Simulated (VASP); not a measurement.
# GaO3 (Im-3m) in VASP: further runs

The runs below take GaO3 through single point, relaxation of cell and atoms, with PBE.

Program: VASP 6.6.1. These are calculated values, not measurements. Logs are shortened: lines on timing, memory, paths and dates and some standing lists are left out, and cuts for length are marked.

## (1) The cell of the first run

The structure is cubic, space group Im-3m (No. 229). Conventional cell: a = 4.151 Å, b = 4.151 Å, c = 4.151 Å, α = 90.00°, β = 90.00°, γ = 90.00°. Within 2.7 Å of Ga (site symmetry m-3m) lie 6 O at 2.08 Å. O (site symmetry 4/mmm) has 2 Ga at 2.08 Å and 4 O at 2.08 Å within 2.7 Å.

The cell was generated, and may not be a known phase.

## (2) Single point, PBE

Input file INCAR:

```
  PREC = Accurate
  ENCUT = 520
  EDIFF = 1E-6
  ISMEAR = 0
  SIGMA = 0.1
  LREAL = F
  LASPH = T
  NELM = 60
  ALGO = Normal
  ISIF = 2
  LWAVE = F
  LCHARG = F
  GGA = PE
  NBANDS = 24
```

Input file KPOINTS:

```
regular mesh
0
Gamma
  6 6 6
```

Input file POSCAR:

```
GaO3
1.0
   -2.0756085324      2.0756085324      2.0756085324
    2.0756085324     -2.0756085324      2.0756085324
    2.0756085324      2.0756085324     -2.0756085324
Ga O
1 3
Direct
    0.0000000000      0.0000000000      0.0000000000
    0.0000000000      0.5000000000      0.5000000000
    0.5000000000      0.0000000000      0.5000000000
    0.5000000000      0.5000000000      0.0000000000
```

Potentials or basis: VASP PAW PBE potentials, release 64 (Ga_d, O).

Run with:

```
> cat potpaw_PBE.64/Ga_d/POTCAR potpaw_PBE.64/O/POTCAR > POTCAR
> mpirun -np 1 vasp_std > vasp.out
```

OUTCAR:

```text
PREC = Accurate
   ENCUT = 520
   EDIFF = 1E-6
   ISMEAR = 0
   LREAL = F
   LASPH = T
   NELM = 60
   ISIF = 2
   GGA = PE

 ion  position               nearest neighbor table
   1  0.000  0.000  0.000-   2 2.08   3 2.08   4 2.08   2 2.08   3 2.08   4 2.08
   2  0.000  0.500  0.500-   1 2.08   1 2.08
   3  0.500  0.000  0.500-   1 2.08   1 2.08
   4  0.500  0.500  0.000-   1 2.08   1 2.08

  LATTYP: Found a body centered cubic cell.
 ALAT       =     4.1512170648

  Lattice vectors:

 A1 = (  -2.0756085324,   2.0756085324,   2.0756085324)
 A2 = (   2.0756085324,  -2.0756085324,   2.0756085324)
 A3 = (   2.0756085324,   2.0756085324,  -2.0756085324)

Analysis of symmetry for initial positions (statically):
=====================================================================
 Subroutine PRICEL returns:
 Original cell was already a primitive cell.

 Routine SETGRP: Setting up the symmetry group for a
 body centered cubic supercell.

 Subroutine GETGRP returns: Found 48 space group operations
 (whereof 48 operations were pure point group operations)
 out of a pool of 48 trial point group operations.

The static configuration has the point symmetry O_h .

Analysis of symmetry for dynamics (positions and initial velocities):
=====================================================================
 Subroutine PRICEL returns:
 Original cell was already a primitive cell.

 Routine SETGRP: Setting up the symmetry group for a
 body centered cubic supercell.

 Subroutine GETGRP returns: Found 48 space group operations
 (whereof 48 operations were pure point group operations)
 out of a pool of 48 trial point group operations.

The dynamic configuration has the point symmetry O_h .

 Subroutine INISYM returns: Found 48 space group operations
 (whereof 48 operations are pure point group operations),
 and found     1 'primitive' translations

----------------------------------------------------------------------------------------

                                     Primitive cell

  volume of cell :      35.7681

  direct lattice vectors                    reciprocal lattice vectors
    -2.075608532  2.075608532  2.075608532     0.000000000  0.240893209  0.240893209
     2.075608532 -2.075608532  2.075608532     0.240893209  0.000000000  0.240893209
     2.075608532  2.075608532 -2.075608532     0.240893209  0.240893209  0.000000000

  length of vectors
     3.595059435  3.595059435  3.595059435     0.340674443  0.340674443  0.340674443

  position of ions in fractional coordinates (direct lattice)
     0.000000000  0.000000000  0.000000000
     0.000000000  0.500000000  0.500000000
     0.500000000  0.000000000  0.500000000
     0.500000000  0.500000000  0.000000000

  ion indices of the primitive-cell ions
   primitive index   ion index
                 1           1
                 2           2
                 3           3
                 4           4

----------------------------------------------------------------------------------------

 KPOINTS: regular mesh

Automatic generation of k-mesh.
 Grid dimensions read from file:
 generate k-points for:    6    6    6

 Generating k-lattice:

  Cartesian coordinates                     Fractional coordinates (reciprocal lattice)
     0.000000000  0.040148868  0.040148868     0.166666667  0.000000000  0.000000000
     0.040148868  0.000000000  0.040148868     0.000000000  0.166666667  0.000000000
     0.040148868  0.040148868  0.000000000     0.000000000  0.000000000  0.166666667

  Length of vectors
     0.056779074  0.056779074  0.056779074

  Shift w.r.t. Gamma in fractional coordinates (k-lattice)
     0.000000000  0.000000000  0.000000000

 Subroutine IBZKPT returns following result:
 ===========================================

 Found     16 irreducible k-points:

 Following reciprocal coordinates:
            Coordinates               Weight
  0.000000  0.000000  0.000000      1.000000
  0.166667  0.000000  0.000000     12.000000
  0.333333  0.000000  0.000000     12.000000
  0.500000  0.000000  0.000000      6.000000
  0.166667  0.166667  0.000000     24.000000
  0.333333  0.166667 -0.000000     48.000000
[... 8 lines left out ...]
  0.500000  0.500000  0.333333     12.000000
  0.500000  0.500000  0.500000      1.000000
   k-points           NKPTS =     16   k-points in BZ     NKDIM =     16   number of bands    NBANDS=     24
   number of dos      NEDOS =    301   number of ions     NIONS =      4
   total plane-waves  NPLWV =  21952
   dimension x,y,z NGX =    28 NGY =   28 NGZ =   28
   dimension x,y,z NGXF=    56 NGYF=   56 NGZF=   56
   ions per type =               1   3
   NGX,Y,Z   is equivalent  to a cutoff of  12.95, 12.95, 12.95 a.u.
   NGXF,Y,Z  is equivalent  to a cutoff of  25.90, 25.90, 25.90 a.u.
 SYSTEM =  unknown system
   PREC   = accura    normal or accurate (medium, high low for compatibility)
   ISTART =      0    job   : 0-new  1-cont  2-samecut
   ICHARG =      2    charge: 1-file 2-atom 10-const
   ISPIN  =      1    spin polarized calculation?
   LNONCOLLINEAR =      F non collinear calculations
   LSORBIT =      F    spin-orbit coupling
   LASPH  =      T    aspherical Exc in radial PAW
   ENCUT  =  520.0 eV  38.22 Ry    6.18 a.u.   6.68  6.68  6.68*2*pi/ulx,y,z
   NELM   =     60;   NELMIN=  2; NELMDL= -5     # of ELM steps
   EDIFF  = 0.1E-05   stopping-criterion for ELM
   LREAL  =      F    real-space projection
   EDIFFG = 0.1E-04   stopping-criterion for IOM
   NSW    =      0    number of steps for IOM
   IBRION =     -1    ionic relax: 0-MD 1-quasi-New 2-CG
   NFREE  =      0    steps in history (QN), initial steepest desc. (CG)
   ISIF   =      2    stress and relaxation
   ISYM   =      2    0-nonsym 1-usesym 2-fastsym
   POTIM  = 0.5000    time-step for ionic-motion
   TEBEG  =    0.0;   TEEND  =   0.0 temperature during run
   PSTRESS=    0.0 pullay stress
   NELECT =      31.0000    total number of electrons
   NUPDOWN=      -1.0000    fix difference up-down
   EMIN   =  10.00;   EMAX   =-10.00  energy-range for DOS
   EFERMI =   0.00;   METHOD = LEGACY
   ISMEAR =     0;   SIGMA  =   0.10  broadening in eV -4-tet -1-fermi 0-gaus
   EFERMI_NEDOS =   21; number of points for ismear=-14 and -15
   IALGO  =     38    algorithm
   IMIX   =      4    mixing-type and parameters
     AMIX     =   0.40;   BMIX     =  1.00
     AMIX_MAG =   1.60;   BMIX_MAG =  1.00
  volume/ion in A,a.u.               =       8.94        60.34
  Fermi-wavevector in a.u.,A,eV,Ry     =   1.560858  2.949593 33.147554  2.436276
  Thomas-Fermi vector in A             =   2.664008
   LORBIT       =      0    0 simple, 1 ext, 2 COOP (PROOUT), +10 PAW based schemes
   GGA     = PE    functional components
   LHFCALC =     F    Hartree Fock is set to
   AEXX    =    0.0000 exact exchange contribution
   IVDW    =     0    specifies the selected vdW correction
   LEPSILON=     F    determine dielectric tensor
   LRPA    =     F    only Hartree local field effects (RPA)
 non-spin polarized calculation
 Gauss-broadening in eV      SIGMA  =   0.10
  energy-cutoff  :      520.00
  volume of cell :       35.77
 maximum number of plane-waves:       978
   NGX = 13   NGY = 13   NGZ = 13

 number of electron      30.9999970 magnetization

 Free energy of the ion-electron system (eV)
  ---------------------------------------------------
  ext. energy  EPLUGINS =         0.00000000
  ---------------------------------------------------
  free energy    TOTEN  =       -18.26310200 eV

  energy without entropy =      -18.26155178  energy(sigma->0) =      -18.26232689

 E-fermi :   5.2704     XC(G=0): -12.2827

 val. band max:        5.1513192787   @ k =  -0.3333   0.3333   0.3333
 cond. band min:       5.7635816666   @ k =   0.5000   0.5000   0.5000
 fundamental gap:      0.6122623879
 Fermi energy:         5.2704345590

 k-point     1 :       0.0000    0.0000    0.0000
  band No.  band energies     occupation
      1     -15.8702      2.00000
      2     -11.5337      2.00000
      3     -11.5337      2.00000
      4      -9.2338      2.00000
      5      -9.2338      2.00000
      6      -9.2338      2.00000
[... 16 lines left out ...]
     23      18.7755      0.00000
     24      18.7755      0.00000

 k-point     2 :       0.1667    0.0000    0.0000
  band No.  band energies     occupation
      1     -15.5951      2.00000
      2     -11.7858      2.00000
      3     -11.4977      2.00000
      4      -9.2458      2.00000
      5      -9.2372      2.00000
      6      -9.2192      2.00000
[... 16 lines left out ...]
     23      19.1694      0.00000
     24      19.9073      0.00000

 k-point     3 :       0.3333    0.0000    0.0000
  band No.  band energies     occupation
      1     -14.8415      2.00000
      2     -12.5088      2.00000
      3     -11.4042      2.00000
      4      -9.2698      2.00000
      5      -9.2420      2.00000
      6      -9.1894      2.00000
[... 16 lines left out ...]
     23      21.2303      0.00000
     24      22.8441      0.00000

 k-point     4 :       0.5000    0.0000    0.0000
  band No.  band energies     occupation
      1     -14.0803      2.00000
      2     -13.2624      2.00000
      3     -11.3416      2.00000
      4      -9.4195      2.00000
      5      -9.2819      2.00000
      6      -9.2528      2.00000
[... 16 lines left out ...]
     23      22.7614      0.00000
     24      26.5687      0.00000

 k-point     5 :       0.1667    0.1667    0.0000
  band No.  band energies     occupation
      1     -15.0787      2.00000
      2     -12.2203      2.00000
      3     -11.4977      2.00000
      4      -9.2599      2.00000
      5      -9.2438      2.00000
      6      -9.1984      2.00000
[... 235 lines left out ...]
 k-point    14 :      -0.3333    0.3333    0.3333
  band No.  band energies     occupation
      1     -14.2474      2.00000
      2     -13.3324      2.00000
      3     -10.8831      2.00000
      4      -9.2110      2.00000
      5      -9.2110      2.00000
      6      -9.1919      2.00000
[... 16 lines left out ...]
     23      23.9058      0.00000
     24      23.9058      0.00000

 k-point    15 :       0.5000    0.5000    0.3333
  band No.  band energies     occupation
      1     -13.8767      2.00000
      2     -13.6774      2.00000
      3     -10.8519      2.00000
      4      -9.2055      2.00000
      5      -9.1944      2.00000
      6      -9.1773      2.00000
[... 16 lines left out ...]
     23      23.1297      0.00000
     24      23.5000      0.00000

 k-point    16 :       0.5000    0.5000    0.5000
  band No.  band energies     occupation
      1     -13.8075      2.00000
      2     -13.8075      2.00000
      3     -10.6511      2.00000
      4      -9.1784      2.00000
      5      -9.1784      2.00000
      6      -9.1784      2.00000
[... 16 lines left out ...]
     23      22.6874      0.00000
     24      22.6874      0.00000

------------------------ aborting loop because EDIFF is reached ----------------------------------------

  FORCE on cell =-STRESS in cart. coord.  units (eV):
  Direction    XX          YY          ZZ          XY          YZ          ZX
  --------------------------------------------------------------------------------------
  -------------------------------------------------------------------------------------
  Total        0.0833443      0.0833443      0.0833443     -0.0000000      0.0000000     -0.0000000
  in kB        3.7332753      3.7332753      3.7332753     -0.0000000      0.0000000     -0.0000000
  external PRESSURE =       3.7332753 kB  Pullay stress =       0.0000000 kB

 VOLUME and BASIS-vectors are now :
 -----------------------------------------------------------------------------
  energy-cutoff  :      520.00
  volume of cell :       35.77
      direct lattice vectors                 reciprocal lattice vectors
    -2.075608532  2.075608532  2.075608532     0.000000000  0.240893209  0.240893209
     2.075608532 -2.075608532  2.075608532     0.240893209  0.000000000  0.240893209
     2.075608532  2.075608532 -2.075608532     0.240893209  0.240893209  0.000000000

 POSITION                                       TOTAL-FORCE (eV/Angst)
 -----------------------------------------------------------------------------------
      0.00000      0.00000      0.00000         0.000000     -0.000000      0.000000
      2.07561      0.00000      0.00000        -0.000000     -0.000000     -0.000000
      0.00000      2.07561      0.00000        -0.000000      0.000000     -0.000000
      0.00000      0.00000      2.07561        -0.000000      0.000000      0.000000
 -----------------------------------------------------------------------------------
    total drift:                                0.000000      0.000000     -0.000000

  FREE ENERGIE OF THE ION-ELECTRON SYSTEM (eV)
  ---------------------------------------------------
  free  energy   TOTEN  =       -18.2631019985 eV

  energy  without entropy=      -18.2615517787  energy(sigma->0) =      -18.26232689
```

It took 12 s on 1 thread of AMD EPYC 7R13, shared host; peak memory 0.13 GiB.

What came out:

```
Free energy            : -18.2631 eV
Pressure               : 0.4 GPa
Band gap on the k mesh : zero (an odd number of electrons rules out a gap without spin polarisation)
```

Caveat: an odd number of electrons without spin polarisation forces a metal; a magnetic or distorted state may lie lower.

## (3) Single point, PBE

This run uses another cell than the first one, of 13.55 Å³/atom.

Input file INCAR:

```
PREC     = Accurate       # precision mode
ENCUT    = 520            # plane-wave cutoff, eV
EDIFF    = 1E-6           # SCF threshold, eV
ISMEAR   = 0              # smearing method
SIGMA    = 0.1            # smearing width, eV
LREAL    = False          # projectors in reciprocal space
LASPH    = True           # aspherical terms in the spheres
NELM     = 80             # most SCF steps
ALGO     = Normal         # electronic algorithm
ISIF     = 2              # what is computed and relaxed
LWAVE    = False          # write WAVECAR
LCHARG   = False          # write CHGCAR
GGA      = PE             # functional
NBANDS   = 24             # bands
```

Input file KPOINTS:

```
Automatic mesh
0
Gamma
  6 6 6
```

Input file POSCAR:

```
GaO3
1.0
   -2.3838979300      2.3838979300      2.3838979300
    2.3838979300     -2.3838979300      2.3838979300
    2.3838979300      2.3838979300     -2.3838979300
Ga O
1 3
Direct
    0.0000000000      0.0000000000      0.0000000000
    0.0000000000      0.5000000000      0.5000000000
    0.5000000000      0.0000000000      0.5000000000
    0.5000000000      0.5000000000      0.0000000000
```

Potentials or basis: VASP PAW PBE potentials, release 64 (Ga_d, O).

Run with:

```
> cat potpaw_PBE.64/Ga_d/POTCAR potpaw_PBE.64/O/POTCAR > POTCAR
> mpirun -np 1 vasp_std > vasp.out
```

Wall time 17 s (1 thread of AMD EPYC 7R13, shared host); peak memory 0.15 GiB.

The run converged. Its results:

```
Free energy            : -15.9010 eV
Pressure               : -27.5 GPa
Band gap on the k mesh : zero (an odd number of electrons rules out a gap without spin polarisation)
```

Levels at points of the mesh, in eV from the Fermi level:
```tsv
k point	band 13	band 14	band 15	band 16	band 17	band 18
(0.00, 0.00, 0.00)	-2.57	-2.57	-1.92	0.93	0.93	0.93
(0.50, 0.00, 0.00)	-1.46	-1.28	-1.15	-0.73	0.99	2.45
(0.50, 0.50, 0.50)	-1.68	-1.68	-1.37	1.02	1.02	1.02
```

Caveat: the cell stands under tension; an odd number of electrons without spin polarisation forces a metal; a magnetic or distorted state may lie lower.

## (4) Relaxation of cell and atoms, PBE

This run uses another cell than the first one, of 13.55 Å³/atom.

Input file INCAR:

```
SYSTEM = GaO3
ALGO = Normal
EDIFF = 1E-6
EDIFFG = -0.04
ENCUT = 600
GGA = PE
IBRION = 2
ISIF = 3
ISMEAR = 0
LASPH = .TRUE.
LCHARG = .FALSE.
LREAL = .FALSE.
LWAVE = .FALSE.
NELM = 80
NSW = 90
PREC = Accurate
SIGMA = 0.1
```

Input file KPOINTS:

```
k-points
0
G
  6 6 6
  0 0 0
```

POSCAR is that of step 3.

Run with:

```
> cat potpaw_PBE.64/Ga_d/POTCAR potpaw_PBE.64/O/POTCAR > POTCAR
> mpirun -np 1 vasp_std > vasp.out
```

It took 63 s on 1 thread of AMD EPYC 7R13, shared host; peak memory 0.19 GiB.

It converged, with:

```
Free energy                           : -18.3117 eV
Relaxed volume                        : 8.97 Å³/atom
Relaxed cell                          : a = 3.599 Å, b = 3.599 Å, c = 3.599 Å, α = 109.47°, β = 109.47°, γ = 109.47°
Space group after relaxing (to 0.1 Å) : Im-3m (No. 229)
Energy gained by relaxing             : 602.3 meV/atom
Ionic steps                           : 3
Pressure after relaxing               : -0.2 GPa
Band gap on the k mesh                : zero (an odd number of electrons rules out a gap without spin polarisation)
```

The path:
```csv
step,energy change (eV),largest force (eV/Å),pressure (GPa),volume (Å³)
1,0.0000,0.0000,-27.56,54.19
2,-2.3471,0.0000,-9.25,37.89
3,-2.4093,0.0000,-0.18,35.88
```

Final structure:
```yaml
crystal:
  lattice:
    - [-2.07785, 2.07785, 2.07785]
    - [2.07785, -2.07785, 2.07785]
    - [2.07785, 2.07785, -2.07785]
  atoms:
    - { symbol: Ga, position: [0.00000, 0.00000, 0.00000] }
    - { symbol: O, position: [0.00000, 0.50000, 0.50000] }
    - { symbol: O, position: [0.50000, 0.00000, 0.50000] }
    - { symbol: O, position: [0.50000, 0.50000, 0.00000] }
```

Levels at points of the mesh, in eV from the Fermi level:
```csv
k point,band 12,band 13,band 14,band 15,band 16,band 17,band 18,band 19
"(0.00, 0.00, 0.00)",-4.36,-4.36,-4.36,-0.32,1.55,1.55,1.55,10.35
"(0.50, 0.00, 0.00)",-2.84,-2.44,-2.08,-2.00,-1.29,1.69,5.32,7.28
"(0.50, 0.50, 0.50)",-2.84,-2.84,-2.84,0.47,1.74,1.74,1.74,11.36
```

Caveat: the volume moved by over 15 % at a fixed basis, so the end points are rough; an odd number of electrons without spin polarisation forces a metal; a magnetic or distorted state may lie lower.

## (5) Single point, PBE

This run uses another cell than the first one, of 9.01 Å³/atom.

Input file INCAR:

```
PREC = Accurate
ENCUT = 520
EDIFF = 1E-7
ISMEAR = 0
SIGMA = 0.1
LREAL = F
LASPH = T
NELM = 100
ALGO = Normal
ISIF = 2
LWAVE = F
LCHARG = F
GGA = PE
NBANDS = 24
```

Input file KPOINTS:

```
regular mesh
0
Gamma
  16 16 16
```

Input file POSCAR:

```
GaO3
1.0
   -2.0806082426      2.0806082426      2.0806082426
    2.0806082426     -2.0806082426      2.0806082426
    2.0806082426      2.0806082426     -2.0806082426
Ga O
1 3
Direct
    0.0000000000      0.0000000000      0.0000000000
    0.0000000000      0.5000000000      0.5000000000
    0.5000000000      0.0000000000      0.5000000000
    0.5000000000      0.5000000000      0.0000000000
```

Run with:

```
> cat potpaw_PBE.64/Ga_d/POTCAR potpaw_PBE.64/O/POTCAR > POTCAR
> mpirun -np 1 vasp_std > vasp.out
```

It took 2.6 min on 1 thread of AMD EPYC 7R13, shared host; peak memory 0.2 GiB.

It converged, with:

| Item | Value |
| --- | --- |
| Free energy | -18.1603 eV |
| Pressure | 0.5 GPa |
| Band gap on the k mesh | zero (an odd number of electrons rules out a gap without spin polarisation) |

Levels at points of the mesh, in eV from the Fermi level:
```
           k point  band 12  band 13  band 14  band 15  band 16  band 17  band 18  band 19
(0.00, 0.00, 0.00)    -4.79    -4.79    -4.79    -0.78     1.07     1.07     1.07     9.90
(0.50, 0.00, 0.00)    -3.29    -2.90    -2.54    -2.47    -1.75     1.21     4.84     6.82
(0.50, 0.50, 0.50)    -3.29    -3.29    -3.29     0.02     1.26     1.26     1.26    10.88
```

Caveat: an odd number of electrons without spin polarisation forces a metal; a magnetic or distorted state may lie lower.

(Part 1 of 2 ends here.)

The gap in the log of VASP goes by the Fermi energy; the results here count the filled bands.